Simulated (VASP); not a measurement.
# Sn (I4_1/amd) in VASP: a series of runs

Runs on Sn. Level: r2SCAN. Tasks: single point.

All numbers are computed with VASP 6.6.1; they aren't measurements. Logs are shortened: lines on timing, memory, paths and dates and some standing lists are left out, and cuts for length are marked.

## Step 1: The cell of the first run

It takes space group I4_1/amd (No. 141, tetragonal). Conventional cell: a = 5.630 Å, b = 5.630 Å, c = 3.063 Å, α = 90.00°, β = 90.00°, γ = 90.00°. Sn (site symmetry -4m2) has 10 Sn at 2.92 to 3.63 Å within 3.8 Å.

## Step 2: Single point, r2SCAN (24.27 Å³/atom)

Contents of POSCAR:

```
Sn
1.0
   -2.8149319622      2.8149319622      1.5317133276
    2.8149319622     -2.8149319622      1.5317133276
    2.8149319622      2.8149319622     -1.5317133276
Sn
2
Direct
    0.7500000000      0.2500000000      0.5000000000
    0.0000000000      0.0000000000      0.0000000000
```

Contents of INCAR.step1:

```
SYSTEM = Sn
ALGO = Normal
EDIFF = 1E-4
ENCUT = 520
GGA = PE
ISMEAR = 0
LASPH = .True.
LCHARG = .False.
LREAL = .False.
LWAVE = .True.
NBANDS = 21
NELM = 80
PREC = Accurate
SIGMA = 0.1
```

Contents of INCAR.step2:

```
SYSTEM = Sn
ALGO = Normal
EDIFF = 1E-6
ENCUT = 520
ISIF = 2
ISMEAR = 0
ISTART = 1
LASPH = .True.
LCHARG = .False.
LMIXTAU = .True.
LREAL = .False.
LWAVE = .False.
METAGGA = R2SCAN
NBANDS = 21
NELM = 80
PREC = Accurate
SIGMA = 0.1
```

Contents of KPOINTS:

```
k-points
0
Gamma
  14 14 14
  0 0 0
```

Potentials or basis: VASP PAW PBE potentials, release 64 (Sn_d).

Command:

```
$ cat potpaw_PBE.64/Sn_d/POTCAR > POTCAR
$ cp INCAR.step1 INCAR
$ mpirun -np 1 vasp_std > vasp.out
$ cp INCAR.step2 INCAR
$ mpirun -np 1 vasp_std > vasp.out
```

OUTCAR:

```text
SYSTEM = Sn
   EDIFF = 1E-6
   ENCUT = 520
   ISIF = 2
   ISMEAR = 0
   ISTART = 1
   LASPH = .True.
   LREAL = .False.
   METAGGA = R2SCAN
   NELM = 80
   PREC = Accurate

 ion  position               nearest neighbor table
   1  0.750  0.250  0.500-   2 2.92   2 2.92   2 2.92   2 2.92   2 3.63   2 3.63   2 3.63   2 3.63

   2  0.000  0.000  0.000-   1 2.92   1 2.92   1 2.92   1 2.92   1 3.63   1 3.63   1 3.63   1 3.63

  LATTYP: Found a body centered tetragonal cell.
 ALAT       =     5.6298639244
 C/A-ratio  =     0.5441386677

  Lattice vectors:

 A1 = (  -2.8149319622,   2.8149319622,   1.5317133276)
 A2 = (   2.8149319622,  -2.8149319622,   1.5317133276)
 A3 = (   2.8149319622,   2.8149319622,  -1.5317133276)

Analysis of symmetry for initial positions (statically):
=====================================================================
 Subroutine PRICEL returns:
 Original cell was already a primitive cell.

 Routine SETGRP: Setting up the symmetry group for a
 body centered tetragonal supercell.

 Subroutine GETGRP returns: Found 16 space group operations
 (whereof  8 operations were pure point group operations)
 out of a pool of 16 trial point group operations.

The static configuration has the point symmetry D_2d.
 The point group associated with its full space group is D_4h.

Analysis of symmetry for dynamics (positions and initial velocities):
=====================================================================
 Subroutine PRICEL returns:
 Original cell was already a primitive cell.

 Routine SETGRP: Setting up the symmetry group for a
 body centered tetragonal supercell.

 Subroutine GETGRP returns: Found 16 space group operations
 (whereof  8 operations were pure point group operations)
 out of a pool of 16 trial point group operations.

The dynamic configuration has the point symmetry D_2d.
 The point group associated with its full space group is D_4h.

 Subroutine INISYM returns: Found 16 space group operations
 (whereof  8 operations are pure point group operations),
 and found     1 'primitive' translations

----------------------------------------------------------------------------------------

                                     Primitive cell

  volume of cell :      48.5482

  direct lattice vectors                    reciprocal lattice vectors
    -2.814931962  2.814931962  1.531713328     0.000000000  0.177624187  0.326431840
     2.814931962 -2.814931962  1.531713328     0.177624187  0.000000000  0.326431840
     2.814931962  2.814931962 -1.531713328     0.177624187  0.177624187  0.000000000

  length of vectors
     4.265422561  4.265422561  4.265422561     0.371628979  0.371628979  0.251198534

  position of ions in fractional coordinates (direct lattice)
     0.750000000  0.250000000  0.500000000
     0.000000000  0.000000000  0.000000000

  ion indices of the primitive-cell ions
   primitive index   ion index
                 1           1
                 2           2

----------------------------------------------------------------------------------------

 KPOINTS: k-points

Automatic generation of k-mesh.
 Grid dimensions read from file:
 generate k-points for:   14   14   14

 Generating k-lattice:

  Cartesian coordinates                     Fractional coordinates (reciprocal lattice)
     0.000000000  0.012687442  0.023316560     0.071428571  0.000000000  0.000000000
     0.012687442  0.000000000  0.023316560     0.000000000  0.071428571  0.000000000
     0.012687442  0.012687442  0.000000000     0.000000000  0.000000000  0.071428571

  Length of vectors
     0.026544927  0.026544927  0.017942752

  Shift w.r.t. Gamma in fractional coordinates (k-lattice)
     0.000000000  0.000000000  0.000000000

 Subroutine IBZKPT returns following result:
 ===========================================

 Found    244 irreducible k-points:

 Following reciprocal coordinates:
            Coordinates               Weight
  0.000000  0.000000  0.000000      1.000000
  0.071429  0.000000  0.000000      8.000000
  0.142857 -0.000000  0.000000      8.000000
  0.214286  0.000000 -0.000000      8.000000
  0.285714 -0.000000  0.000000      8.000000
  0.357143  0.000000  0.000000      8.000000
[... 16 lines left out ...]
  0.214286  0.142857  0.000000     16.000000
  0.285714  0.142857  0.000000     16.000000
 [... further k-points ...]
   k-points           NKPTS =    244   k-points in BZ     NKDIM =    244   number of bands    NBANDS=     21
   number of dos      NEDOS =    301   number of ions     NIONS =      2
   total plane-waves  NPLWV =  32768
   dimension x,y,z NGX =    32 NGY =   32 NGZ =   32
   dimension x,y,z NGXF=    64 NGYF=   64 NGZF=   64
   ions per type =               2
   NGX,Y,Z   is equivalent  to a cutoff of  12.47, 12.47, 12.47 a.u.
   NGXF,Y,Z  is equivalent  to a cutoff of  24.94, 24.94, 24.94 a.u.
 SYSTEM =  Sn
   PREC   = accura    normal or accurate (medium, high low for compatibility)
   ISTART =      1    job   : 0-new  1-cont  2-samecut
   ICHARG =      0    charge: 1-file 2-atom 10-const
   ISPIN  =      1    spin polarized calculation?
   LNONCOLLINEAR =      F non collinear calculations
   LSORBIT =      F    spin-orbit coupling
   LASPH  =      T    aspherical Exc in radial PAW
   ENCUT  =  520.0 eV  38.22 Ry    6.18 a.u.   7.93  7.93  7.93*2*pi/ulx,y,z
   NELM   =     80;   NELMIN=  2; NELMDL=  0     # of ELM steps
   EDIFF  = 0.1E-05   stopping-criterion for ELM
   LREAL  =      F    real-space projection
   EDIFFG = 0.1E-04   stopping-criterion for IOM
   NSW    =      0    number of steps for IOM
   IBRION =     -1    ionic relax: 0-MD 1-quasi-New 2-CG
   NFREE  =      0    steps in history (QN), initial steepest desc. (CG)
   ISIF   =      2    stress and relaxation
   ISYM   =      2    0-nonsym 1-usesym 2-fastsym
   POTIM  = 0.5000    time-step for ionic-motion
   TEBEG  =    0.0;   TEEND  =   0.0 temperature during run
   PSTRESS=    0.0 pullay stress
   NELECT =      28.0000    total number of electrons
   NUPDOWN=      -1.0000    fix difference up-down
   EMIN   =  10.00;   EMAX   =-10.00  energy-range for DOS
   EFERMI =   0.00;   METHOD = LEGACY
   ISMEAR =     0;   SIGMA  =   0.10  broadening in eV -4-tet -1-fermi 0-gaus
   EFERMI_NEDOS =   21; number of points for ismear=-14 and -15
   IALGO  =     38    algorithm
   IMIX   =      4    mixing-type and parameters
     AMIX     =   0.40;   BMIX     =  1.00
     AMIX_MAG =   1.60;   BMIX_MAG =  1.00
  volume/ion in A,a.u.               =      24.27       163.81
  Fermi-wavevector in a.u.,A,eV,Ry     =   1.362709  2.575146 25.265685  1.856975
  Thomas-Fermi vector in A             =   2.489175
   LORBIT       =      0    0 simple, 1 ext, 2 COOP (PROOUT), +10 PAW based schemes
   METAGGA = R2SCAN    functional components
   LHFCALC =     F    Hartree Fock is set to
   AEXX    =    0.0000 exact exchange contribution
   IVDW    =     0    specifies the selected vdW correction
   LEPSILON=     F    determine dielectric tensor
   LRPA    =     F    only Hartree local field effects (RPA)
 non-spin polarized calculation
 Gauss-broadening in eV      SIGMA  =   0.10
  energy-cutoff  :      520.00
  volume of cell :       48.55
 maximum number of plane-waves:      1330
   NGX = 15   NGY = 15   NGZ = 15

 number of electron      27.9999994 magnetization

 Free energy of the ion-electron system (eV)
  ---------------------------------------------------
  ext. energy  EPLUGINS =         0.00000000
  ---------------------------------------------------
  free energy    TOTEN  =       -49.06813344 eV

  energy without entropy =      -49.06388787  energy(sigma->0) =      -49.06601065

 E-fermi :   9.3883     XC(G=0): -11.7317

 val. band max:        9.3873582413   @ k =   0.4286   0.4286  -0.0000
 cond. band min:       9.4003716008   @ k =   0.2857   0.0714   0.0714
 fundamental gap:      0.0130133595
 Fermi energy:         9.3882520616

 k-point     1 :       0.0000    0.0000    0.0000
  band No.  band energies     occupation
      1     -13.1852      2.00000
      2     -13.0536      2.00000
      3     -13.0047      2.00000
      4     -12.9845      2.00000
      5     -12.7456      2.00000
      6     -12.7455      2.00000
[... 13 lines left out ...]
     20      20.2768      0.00000
     21      20.9709      0.00000

 k-point     2 :       0.0714    0.0000    0.0000
  band No.  band energies     occupation
      1     -13.1805      2.00000
      2     -13.0384      2.00000
      3     -12.9989      2.00000
      4     -12.9657      2.00000
      5     -12.7587      2.00000
      6     -12.7572      2.00000
[... 13 lines left out ...]
     20      19.8824      0.00000
     21      19.9716      0.00000

 k-point     3 :       0.1429   -0.0000    0.0000
  band No.  band energies     occupation
      1     -13.1664      2.00000
      2     -12.9979      2.00000
      3     -12.9824      2.00000
      4     -12.9184      2.00000
      5     -12.7869      2.00000
      6     -12.7734      2.00000
[... 13 lines left out ...]
     20      18.6447      0.00000
     21      18.8031      0.00000

 k-point     4 :       0.2143    0.0000   -0.0000
  band No.  band energies     occupation
      1     -13.1446      2.00000
      2     -12.9589      2.00000
      3     -12.9487      2.00000
      4     -12.8740      2.00000
      5     -12.8210      2.00000
      6     -12.7704      2.00000
[... 13 lines left out ...]
     20      17.6861      0.00000
     21      18.7925      0.00000

 k-point     5 :       0.2857   -0.0000    0.0000
  band No.  band energies     occupation
      1     -13.1201      2.00000
      2     -12.9364      2.00000
      3     -12.9180      2.00000
      4     -12.8751      2.00000
      5     -12.8501      2.00000
      6     -12.7816      2.00000
[... 13 lines left out ...]
     20      17.0074      0.00000
     21      19.4893      0.00000
[... 382 lines left out ...]
     20      20.6103      0.00000
     21      20.8807      0.00000

 k-point    22 :       0.1429    0.1429    0.0000
  band No.  band energies     occupation
      1     -13.1356      2.00000
      2     -12.9457      2.00000
      3     -12.9165      2.00000
      4     -12.8487      2.00000
      5     -12.8209      2.00000
      6     -12.8066      2.00000
[... 13 lines left out ...]
     20      17.5201      0.00000
     21      18.0813      0.00000

 k-point    23 :       0.2143    0.1429    0.0000
  band No.  band energies     occupation
      1     -13.1175      2.00000
      2     -12.9329      2.00000
      3     -12.9213      2.00000
      4     -12.8538      2.00000
      5     -12.8476      2.00000
      6     -12.8218      2.00000
[... 13 lines left out ...]
     20      17.3551      0.00000
     21      18.6309      0.00000

 k-point    24 :       0.2857    0.1429    0.0000
  band No.  band energies     occupation
      1     -13.1025      2.00000
      2     -12.9509      2.00000
      3     -12.9045      2.00000
      4     -12.8895      2.00000
      5     -12.8373      2.00000
      6     -12.8344      2.00000
[... 13 lines left out ...]
     20      17.7411      0.00000
     21      19.6206      0.00000

 [... further k-points ...]

------------------------ aborting loop because EDIFF is reached ----------------------------------------

  FORCE on cell =-STRESS in cart. coord.  units (eV):
  Direction    XX          YY          ZZ          XY          YZ          ZX
  --------------------------------------------------------------------------------------
  -------------------------------------------------------------------------------------
  Total        2.8604179      2.8604179      2.8548068      0.0000000      0.0000000      0.0000000
  in kB       94.3988659     94.3988659     94.2136920      0.0000000      0.0000000      0.0000000
  external PRESSURE =      94.3371413 kB  Pullay stress =       0.0000000 kB

 VOLUME and BASIS-vectors are now :
 -----------------------------------------------------------------------------
  energy-cutoff  :      520.00
  volume of cell :       48.55
      direct lattice vectors                 reciprocal lattice vectors
    -2.814931962  2.814931962  1.531713328     0.000000000  0.177624187  0.326431840
     2.814931962 -2.814931962  1.531713328     0.177624187  0.000000000  0.326431840
     2.814931962  2.814931962 -1.531713328     0.177624187  0.177624187  0.000000000

 POSITION                                       TOTAL-FORCE (eV/Angst)
 -----------------------------------------------------------------------------------
     -0.00000      2.81493      0.76586        -0.000000     -0.000000      0.000000
      0.00000      0.00000      0.00000         0.000000      0.000000     -0.000000
 -----------------------------------------------------------------------------------
    total drift:                                0.000000     -0.000000      0.000000

  FREE ENERGIE OF THE ION-ELECTRON SYSTEM (eV)
  ---------------------------------------------------
  free  energy   TOTEN  =       -49.0681334358 eV

  energy  without entropy=      -49.0638878705  energy(sigma->0) =      -49.06601065
```

It took 8.9 min on 1 thread of AMD EPYC 9R45 (Zen 5), shared host; peak memory 0.3 GiB.

Results:

- Free energy: -49.0681 eV
- Pressure: 9.4 GPa
- Band gap on the k mesh: zero (bands 14 and 15 overlap by 4.93 eV)

Levels at points of the mesh, in eV from the Fermi level:
| k point | band 12 | band 13 | band 14 | band 15 | band 16 | band 17 |
| --- | --- | --- | --- | --- | --- | --- |
| (0.00, 0.00, 0.00) | -3.30 | -2.50 | -2.50 | 3.16 | 7.15 | 7.15 |
| (0.50, 0.00, 0.00) | -6.09 | -2.20 | -2.16 | -1.49 | 2.39 | 3.33 |
| (0.50, 0.50, 0.00) | -9.98 | 0.53 | 0.53 | 2.03 | 2.03 | 6.94 |
| (0.50, 0.50, 0.50) | -8.21 | -5.75 | -5.75 | 5.77 | 5.77 | 11.13 |

Caveat: the cell stands under pressure; the PAW data sets were made with another functional, which shifts forces and pressure a little; spin-orbit coupling is left out, which moves the levels of the heavy elements.

[end of part 1 of 2]
